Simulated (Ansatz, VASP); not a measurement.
# Two plane-wave programs on TiAl3

The input INCAR:

```
PREC = Accurate
ENCUT = 520
EDIFF = 1E-6
ISMEAR = 0
SIGMA = 0.1
LREAL = F
LASPH = T
NELM = 150
ALGO = Normal
ISIF = 2
LWAVE = F
LCHARG = F
ISPIN = 2
MAGMOM = 1 1 0 0 0 0 0 0
LORBIT = 11
LMAXMIX = 4
GGA = PE
NBANDS = 35
```

File KPOINTS:

```
regular mesh
0
Gamma
  6 6 1
```

Contents of POSCAR:

```
TiAl3
1.0
    2.9046225676      0.0000000000      0.0000000000
   -1.4523112838      2.5154769319      0.0000000000
    0.0000000000      0.0000000000     18.3129860811
Ti Al
2 6
Direct
    0.0000000000      0.0000000000      0.0000000000
    0.0000000000      0.0000000000      0.5000000000
    0.3333333333      0.6666666667      0.1243168397
    0.6666666667      0.3333333333      0.6243168397
    0.3333333333      0.6666666667      0.3756831603
    0.6666666667      0.3333333333      0.8756831603
    0.3333333333      0.6666666667      0.7500000000
    0.6666666667      0.3333333333      0.2500000000
```

Input for Ansatz:

```yaml
crystal:
  lattice:
    - [2.9046225676, 0.0, 0.0]
    - [-1.4523112838, 2.5154769319, 0.0]
    - [0.0, 0.0, 18.3129860811]
  atoms:
    - { symbol: Ti, position: [0.0, 0.0, 0.0], spin: 1.0 }
    - { symbol: Ti, position: [0.0, 0.0, 0.5], spin: 1.0 }
    - { symbol: Al, position: [0.3333333333, 0.6666666667, 0.1243168397] }
    - { symbol: Al, position: [0.6666666667, 0.3333333333, 0.6243168397] }
    - { symbol: Al, position: [0.3333333333, 0.6666666667, 0.3756831603] }
    - { symbol: Al, position: [0.6666666667, 0.3333333333, 0.8756831603] }
    - { symbol: Al, position: [0.3333333333, 0.6666666667, 0.75] }
    - { symbol: Al, position: [0.6666666667, 0.3333333333, 0.25] }
basis:
  ecutwfc: 420
kpoints:
  mp_grid: { grid: [6, 6, 1] }
hamiltonian:
  xc: pbe
scf:
  occupations: { method: gaussian, width: 0.1 }
  lower_state_search: "off"
output:
  forces: true
  stress: true
  eigenvalues: true
  populations: true
magnetization:
  spin_polarized: true
```

Change from the starting cell: species swapped into the Co3H type (P6_3/mmc, No. 194).

Alike in both runs: task single point; functional PBE; k mesh 6 × 6 × 1; occupations gaussian, width 0.1 eV; collinear spin.

|  | VASP | Ansatz |
| --- | --- | --- |
| version | VASP 6.6.1 | Ansatz 0.2.0 |
| potentials or method | VASP PAW PBE potentials, release 64 (Ti_sv, Al), cutoff 520 eV | scalar-relativistic, plane waves, PAW |
| valence electrons in the cell | 42 | 42 |

VASP gave:

```
gap on the k mesh at the Fermi level (eV)                     : none
pressure (GPa)                                                : 0.1
traceless stress, the component that is largest in VASP (GPa) : -0.61
rms of the force components (eV/Å)                            : 0.015
net moment per atom (μB)                                      : 0.07
```

Which values does Ansatz return?

gap on the k mesh at the Fermi level (eV): none; pressure (GPa): 0.2; traceless stress, the component that is largest in VASP (GPa): -0.63; rms of the force components (eV/Å): 0.015; net moment per atom (μB): 0.07.

Atom by atom the forces differ by 0.001 eV/Å (rms over components). A gap of «none» marks a metal or a gap that the smearing closes.

The k mesh is coarse, so the values compare programs but aren't converged.
